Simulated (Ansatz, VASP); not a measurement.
# One calculation of MgO, two programs

```xyz
4
Lattice="3.4864 0.0000 0.0000 -1.7432 3.0193 0.0000 0.0000 0.0000 4.1780" Properties=species:S:1:pos:R:3 pbc="T T T"
Mg    1.7432    1.0064    3.1335
Mg    0.0000    2.0129    1.0445
O     1.7432    1.0064    1.0445
O     0.0000    2.0129    3.1335
```

Alike in both runs: task single point; functional PBE; k mesh 12 × 12 × 6; no spin polarisation.

```csv
,VASP,Ansatz
version,VASP 6.6.1,Ansatz 0.2.0
potentials or method,"VASP PAW PBE potentials, release 64 (Mg, O), cutoff 520 eV","plane waves, PAW"
occupations,"gaussian, width 0.01 eV",fixed
valence electrons in the cell,16,32
```

|  | VASP | Ansatz | Ansatz less VASP |
| --- | --- | --- | --- |
| gap on the k mesh at the Fermi level (eV) | 3.44 | 3.46 | +0.017 |

VASP's potentials hold 16 valence electrons a cell and Ansatz's 32, so a difference there can come from the potentials and not from the codes.
